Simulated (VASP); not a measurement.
Input of a VASP 6.6.1 run:

Contents of INCAR:

```
ALGO     = Normal         # electronic algorithm
EDIFF    = 1E-7           # SCF threshold, eV
EDIFFG   = -0.005         # ionic threshold
ENCUT    = 600            # plane-wave cutoff, eV
IBRION   = 2              # ionic algorithm
ISIF     = 3              # what is computed and relaxed
ISMEAR   = -1             # smearing method
LASPH    = T              # aspherical terms in the spheres
LCHARG   = F              # write CHGCAR
LREAL    = F              # projectors in reciprocal space
LWAVE    = F              # write WAVECAR
NELM     = 80             # most SCF steps
NSW      = 32             # ionic steps
PREC     = Accurate       # precision mode
PSTRESS  = 2900.0       
SIGMA    = 0.05           # smearing width, eV
```

KPOINTS

```
k-points
0
Gamma
  18 18 18
```

The input POSCAR:

```
Se
1.0
   -2.0937435894      2.0937435894      1.1058384002
    2.0937435894     -2.0937435894      1.1058384002
    2.0937435894      2.0937435894     -1.1058384002
Se
2
Direct
   -0.3750000000     -0.1250000000     -0.2500000000
    0.3750000000      0.1250000000      0.2500000000
```

Potentials or basis: VASP PAW LDA potentials, release 64 (Se).

The run is started by

```sh
$ cat potpaw_LDA.64/Se/POTCAR > POTCAR
$ mpirun -np 1 vasp_std > vasp.out
```

(1) What does it give for the space group after relaxing (to 0.1 Å)?

(2) What does it give for the band gap on the k mesh?

Answers

(1) I4_1/amd (No. 141).

(2) zero (bands 6 and 7 overlap by 11.19 eV).

Caveat: the cell is relaxed towards a set pressure, so the run minimises the enthalpy, not the energy.
